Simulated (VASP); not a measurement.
# Ni3Ge (Pm-3m) in VASP: a series of runs, part 3 of 3

VASP 6.6.1. The steps go on from the part before.

### 6 Single point, LDA, collinear spin, ferromagnetic start

Contents of INCAR:

```
SYSTEM = Ni3Ge
PREC = Accurate
ENCUT = 520
EDIFF = 1E-6
ISMEAR = -1
SIGMA = 0.1
LREAL = .False.
LASPH = .True.
NELM = 150
ALGO = Normal
ISIF = 2
LWAVE = .False.
LCHARG = .False.
ISPIN = 2
MAGMOM = 1.33 1.33 1.33 0.33
LORBIT = 11
NUPDOWN = 4.3
LMAXMIX = 4
GGA = CA
NBANDS = 34
```

Contents of KPOINTS:

```
Automatic mesh
0
Gamma
  6 6 6
  0 0 0
```

Contents of POSCAR:

```
Ni3Ge
1.0
    3.5303340000      0.0000000000      0.0000000000
    0.0000000000      3.5303340000      0.0000000000
    0.0000000000      0.0000000000      3.5303340000
Ni Ge
3 1
Direct
    0.5000000000      0.0000000000      0.5000000000
    0.0000000000      0.5000000000      0.5000000000
    0.5000000000      0.5000000000      0.0000000000
    0.0000000000      0.0000000000      0.0000000000
```

Potentials or basis: VASP PAW LDA potentials, release 64 (Ni, Ge_d).

The run is started by

```
$ cat potpaw_LDA.64/Ni/POTCAR potpaw_LDA.64/Ge_d/POTCAR > POTCAR
$ mpirun -np 1 vasp_std > vasp.out
```

OUTCAR:

```text
SYSTEM = Ni3Ge
   PREC = Accurate
   ENCUT = 520
   EDIFF = 1E-6
   ISMEAR = -1
   LREAL = .False.
   LASPH = .True.
   NELM = 150
   ISIF = 2
   ISPIN = 2
   LORBIT = 11
   NUPDOWN = 4.3
   GGA = CA

 ion  position               nearest neighbor table
   1  0.500  0.000  0.500-   2 2.50   3 2.50   4 2.50   3 2.50   4 2.50   2 2.50   3 2.50   3 2.50
                             2 2.50   4 2.50   4 2.50   2 2.50
   2  0.000  0.500  0.500-   1 2.50   3 2.50   4 2.50   3 2.50   4 2.50   1 2.50   4 2.50   4 2.50
                             1 2.50   3 2.50   3 2.50   1 2.50
   3  0.500  0.500  0.000-   1 2.50   2 2.50   4 2.50   1 2.50   2 2.50   1 2.50   4 2.50   1 2.50
                             2 2.50   4 2.50   2 2.50   4 2.50
   4  0.000  0.000  0.000-   1 2.50   2 2.50   3 2.50   1 2.50   2 2.50   2 2.50   3 2.50   2 2.50
                             1 2.50   3 2.50   1 2.50   3 2.50

  LATTYP: Found a simple cubic cell.
 ALAT       =     3.5303340000

  Lattice vectors:

 A1 = (   3.5303340000,   0.0000000000,   0.0000000000)
 A2 = (   0.0000000000,   3.5303340000,   0.0000000000)
 A3 = (   0.0000000000,   0.0000000000,   3.5303340000)

Analysis of symmetry for initial positions (statically):
=====================================================================
 Subroutine PRICEL returns:
 Original cell was already a primitive cell.

 Routine SETGRP: Setting up the symmetry group for a
 simple cubic supercell.

 Subroutine GETGRP returns: Found 48 space group operations
 (whereof 48 operations were pure point group operations)
 out of a pool of 48 trial point group operations.

The static configuration has the point symmetry O_h .

Analysis of symmetry for dynamics (positions and initial velocities):
=====================================================================
 Subroutine PRICEL returns:
 Original cell was already a primitive cell.

 Routine SETGRP: Setting up the symmetry group for a
 simple cubic supercell.

 Subroutine GETGRP returns: Found 48 space group operations
 (whereof 48 operations were pure point group operations)
 out of a pool of 48 trial point group operations.

[... 164 lines left out ...]
 cond. band min:       9.3196319554   @ k =   0.3333   0.1667   0.0000
 fundamental gap:     -3.1847865242
 Fermi energy:        12.5241223357

 spin component 1

 k-point     1 :       0.0000    0.0000    0.0000
  band No.  band energies     occupation
      1     -13.8402      1.00000
      2     -13.8402      1.00000
      3     -13.8273      1.00000
      4     -13.8273      1.00000
      5     -13.8273      1.00000
      6      -2.4238      1.00000
[... 729 lines left out ...]
     33      30.7382      0.00000
     34      30.7410      0.00000
 Fermi energy:         9.3100017710

 spin component 2

 k-point     1 :       0.0000    0.0000    0.0000
  band No.  band energies     occupation
      1     -13.7476      1.00000
      2     -13.7476      1.00000
      3     -13.7335      1.00000
      4     -13.7335      1.00000
      5     -13.7335      1.00000
      6      -2.0119      1.00000
[... 729 lines left out ...]
     33      31.0858      0.00000
     34      31.0886      0.00000

------------------------ aborting loop because EDIFF is reached ----------------------------------------

  FORCE on cell =-STRESS in cart. coord.  units (eV):
  Direction    XX          YY          ZZ          XY          YZ          ZX
  --------------------------------------------------------------------------------------
  -------------------------------------------------------------------------------------
  Total        2.7852174      2.7852174      2.7852174      0.0000000     -0.0000000     -0.0000000
  in kB      101.4196949    101.4196949    101.4196949      0.0000000     -0.0000000     -0.0000000
  external PRESSURE =     101.4196949 kB  Pullay stress =       0.0000000 kB

 VOLUME and BASIS-vectors are now :
 -----------------------------------------------------------------------------
  energy-cutoff  :      520.00
  volume of cell :       44.00
      direct lattice vectors                 reciprocal lattice vectors
     3.530334000  0.000000000  0.000000000     0.283259318  0.000000000  0.000000000
     0.000000000  3.530334000  0.000000000     0.000000000  0.283259318  0.000000000
     0.000000000  0.000000000  3.530334000     0.000000000  0.000000000  0.283259318

 POSITION                                       TOTAL-FORCE (eV/Angst)
 -----------------------------------------------------------------------------------
      1.76517      0.00000      1.76517         0.000000      0.000000      0.000000
      0.00000      1.76517      1.76517         0.000000      0.000000      0.000000
      1.76517      1.76517      0.00000         0.000000      0.000000      0.000000
      0.00000      0.00000      0.00000         0.000000      0.000000      0.000000
 -----------------------------------------------------------------------------------
    total drift:                                0.000000      0.000000      0.000000

  FREE ENERGIE OF THE ION-ELECTRON SYSTEM (eV)
  ---------------------------------------------------
  free  energy   TOTEN  =       -23.4549058015 eV

  energy  without entropy=      -23.2757527761  energy(sigma->0) =      -23.36532929

 total charge

# of ion       s       p       d       tot
------------------------------------------
    1        0.498   0.587   8.311   9.396
    2        0.498   0.587   8.311   9.396
    3        0.498   0.587   8.311   9.396
    4        1.112   1.363  10.129  12.604
--------------------------------------------------
tot          2.607   3.125  35.062  40.793

 magnetization (x)

# of ion       s       p       d       tot
------------------------------------------
    1        0.031   0.094   1.097   1.222
    2        0.031   0.094   1.097   1.222
    3        0.031   0.094   1.097   1.222
    4        0.093   0.260   0.024   0.376
--------------------------------------------------
tot          0.186   0.542   3.314   4.042
```

OSZICAR:

```text
N       E                     dE             d eps       ncg     rms          rms(c)
DAV:   1     0.311972721954E+03    0.31197E+03   -0.18742E+04  3132   0.290E+03
DAV:   2     0.130782896311E+02   -0.29889E+03   -0.27824E+03  2720   0.468E+02
DAV:   3    -0.265775488302E+02   -0.39656E+02   -0.38345E+02  2852   0.151E+02
DAV:   4    -0.278090213874E+02   -0.12315E+01   -0.12279E+01  3072   0.302E+01
DAV:   5    -0.278327672921E+02   -0.23746E-01   -0.23743E-01  3704   0.358E+00    0.214E+01
DAV:   6    -0.256368377453E+02    0.21959E+01   -0.27383E+01  3108   0.827E+01    0.178E+01
DAV:   7    -0.235225008921E+02    0.21143E+01   -0.72292E+00  3120   0.420E+01    0.599E+00
DAV:   8    -0.234929064446E+02    0.29594E-01   -0.23733E-01  3292   0.379E+00    0.322E+00
DAV:   9    -0.234592233505E+02    0.33683E-01   -0.16589E-02  3832   0.165E+00    0.747E-01
DAV:  10    -0.234556959513E+02    0.35274E-02   -0.29467E-03  4074   0.671E-01    0.254E-01
DAV:  11    -0.234549456251E+02    0.75033E-03   -0.74318E-04  3884   0.290E-01    0.710E-02
DAV:  12    -0.234549019431E+02    0.43682E-04   -0.69487E-05  3776   0.885E-02    0.453E-02
DAV:  13    -0.234549063788E+02   -0.44357E-05   -0.17377E-05  2978   0.348E-02    0.231E-02
DAV:  14    -0.234549058015E+02    0.57732E-06   -0.10438E-06  1806   0.125E-02
   1 F= -.23454906E+02 E0= -.23365329E+02  d E =-.179153E+00  mag=     4.3000
```

stdout:

```text
POSCAR found type information on POSCAR NiGe
 POSCAR found :  2 types and       4 ions
 scaLAPACK will be used
 LDA part: xc-table for (Slater(with rela. corr.)+CA(PZ))
 , standard interpolation
 POSCAR, INCAR and KPOINTS ok, starting setup
 FFT: planning ... GRIDC
 FFT: planning ... GRID_SOFT
 FFT: planning ... GRID
 WAVECAR not read
 entering main loop
```

It took 32 s on 1 thread of Intel Xeon 6975P-C (Granite Rapids), shared host; peak memory 0.17 GiB.

What came out:

```yaml
Free_energy: -23.4549 eV
Pressure: 10.1 GPa
Net_moment: 4.30 μB per cell
Site_moments: Ni +1.22; Ge +0.38 μB
Valence_electrons_inside_the_program's_atomic_spheres: Ni 9.40; Ge 12.60
```

Caveat: the total moment is fixed, so each spin has its own Fermi level.

### 7 Single point, LDA, collinear spin, ferromagnetic start

Contents of INCAR:

```
SYSTEM = Ni3Ge
  PREC = Accurate
  ENCUT = 520
  EDIFF = 1E-7
  ISMEAR = -1
  SIGMA = 0.1
  LREAL = .FALSE.
  LASPH = .TRUE.
  NELM = 150
  ALGO = Normal
  ISIF = 2
  LWAVE = .FALSE.
  LCHARG = .FALSE.
  ISPIN = 2
  MAGMOM = 1.6 1.6 1.6 0.47
  LORBIT = 11
  NUPDOWN = 5.4
  LMAXMIX = 4
  NBANDS = 34
```

Contents of KPOINTS:

```
Automatic mesh
0
G
  6 6 6
  0 0 0
```

POSCAR is that of step 6.

Potentials or basis: VASP PAW LDA potentials, release 64 (Ni, Ge_d).

The run is started by

```
$ cat potpaw_LDA.64/Ni/POTCAR potpaw_LDA.64/Ge_d/POTCAR > POTCAR
$ mpirun -np 1 vasp_std > vasp.out
```

OUTCAR:

```text
SYSTEM = Ni3Ge
   PREC = Accurate
   ENCUT = 520
   EDIFF = 1E-7
   ISMEAR = -1
   LREAL = .FALSE.
   LASPH = .TRUE.
   NELM = 150
   ISIF = 2
   ISPIN = 2
   LORBIT = 11
   NUPDOWN = 5.4

 ion  position               nearest neighbor table
   1  0.500  0.000  0.500-   2 2.50   3 2.50   4 2.50   3 2.50   4 2.50   2 2.50   3 2.50   3 2.50
                             2 2.50   4 2.50   4 2.50   2 2.50
   2  0.000  0.500  0.500-   1 2.50   3 2.50   4 2.50   3 2.50   4 2.50   1 2.50   4 2.50   4 2.50
                             1 2.50   3 2.50   3 2.50   1 2.50
   3  0.500  0.500  0.000-   1 2.50   2 2.50   4 2.50   1 2.50   2 2.50   1 2.50   4 2.50   1 2.50
                             2 2.50   4 2.50   2 2.50   4 2.50
   4  0.000  0.000  0.000-   1 2.50   2 2.50   3 2.50   1 2.50   2 2.50   2 2.50   3 2.50   2 2.50
                             1 2.50   3 2.50   1 2.50   3 2.50

  LATTYP: Found a simple cubic cell.
 ALAT       =     3.5303340000

  Lattice vectors:

 A1 = (   3.5303340000,   0.0000000000,   0.0000000000)
 A2 = (   0.0000000000,   3.5303340000,   0.0000000000)
 A3 = (   0.0000000000,   0.0000000000,   3.5303340000)

[... 1683 lines left out ...]
  --------------------------------------------------------------------------------------
  -------------------------------------------------------------------------------------
  Total        5.4646199      5.4646199      5.4646199      0.0000000     -0.0000000      0.0000000
  in kB      198.9862905    198.9862905    198.9862905      0.0000000     -0.0000000      0.0000000
  external PRESSURE =     198.9862905 kB  Pullay stress =       0.0000000 kB

 VOLUME and BASIS-vectors are now :
 -----------------------------------------------------------------------------
  energy-cutoff  :      520.00
  volume of cell :       44.00
      direct lattice vectors                 reciprocal lattice vectors
     3.530334000  0.000000000  0.000000000     0.283259318  0.000000000  0.000000000
     0.000000000  3.530334000  0.000000000     0.000000000  0.283259318  0.000000000
     0.000000000  0.000000000  3.530334000     0.000000000  0.000000000  0.283259318

 POSITION                                       TOTAL-FORCE (eV/Angst)
 -----------------------------------------------------------------------------------
      1.76517      0.00000      1.76517         0.000000      0.000000      0.000000
      0.00000      1.76517      1.76517         0.000000      0.000000      0.000000
      1.76517      1.76517      0.00000         0.000000      0.000000      0.000000
      0.00000      0.00000      0.00000         0.000000      0.000000      0.000000
 -----------------------------------------------------------------------------------
    total drift:                                0.000000      0.000000      0.000000

  FREE ENERGIE OF THE ION-ELECTRON SYSTEM (eV)
  ---------------------------------------------------
  free  energy   TOTEN  =       -21.2145200076 eV

  energy  without entropy=      -21.0183555812  energy(sigma->0) =      -21.11643779

 total charge

# of ion       s       p       d       tot
------------------------------------------
    1        0.517   0.606   8.247   9.369
    2        0.517   0.606   8.247   9.369
    3        0.517   0.606   8.247   9.369
    4        1.112   1.404  10.134  12.651
--------------------------------------------------
tot          2.663   3.221  34.874  40.759

 magnetization (x)

# of ion       s       p       d       tot
------------------------------------------
    1        0.058   0.140   1.295   1.493
    2        0.058   0.140   1.295   1.493
    3        0.058   0.140   1.295   1.493
    4        0.120   0.369   0.047   0.536
--------------------------------------------------
tot          0.295   0.788   3.933   5.016
```

stdout:

```text
POSCAR found type information on POSCAR NiGe
 POSCAR found :  2 types and       4 ions
 scaLAPACK will be used
 LDA part: xc-table for (Slater(with rela. corr.)+CA(PZ))
 , standard interpolation
 POSCAR, INCAR and KPOINTS ok, starting setup
 FFT: planning ... GRIDC
 FFT: planning ... GRID_SOFT
 FFT: planning ... GRID
 WAVECAR not read
 entering main loop
```

Run time: 38 s. Hardware: 1 thread of Intel Xeon 6975P-C (Granite Rapids), shared host; peak memory 0.17 GiB.

What came out:

| Item | Value |
| --- | --- |
| Free energy | -21.2145 eV |
| Pressure | 19.9 GPa |
| Net moment | 5.40 μB per cell |
| Site moments | Ni +1.49; Ge +0.54 μB |
| Valence electrons inside the program's atomic spheres | Ni 9.37; Ge 12.65 |

Caveat: the total moment is fixed, so each spin has its own Fermi level.

### 8 Summary

```tsv
spin	fixed moment (μB)	pressure (GPa)	moment (μB)
collinear, zero start	0.0	-7.1	0.00
collinear, ferromagnetic start	1.1	-5.7	1.10
collinear, ferromagnetic start	2.2	-2.4	2.20
collinear, ferromagnetic start	3.2	2.3	3.20
collinear, ferromagnetic start	4.3	10.1	4.30
collinear, ferromagnetic start	5.4	19.9	5.40
```

Alike in all rows: task single point; level LDA; potentials or basis VASP PAW LDA potentials, release 64 (Ni, Ge_d); cell as given; k mesh 6 × 6 × 6; cutoff (eV) 520; smearing fermi-dirac 0.1 eV.

Caveats: the total moment is fixed, so each spin has its own Fermi level.

Total energies depend on the potentials used, so only differences within one code and one set of settings carry meaning.
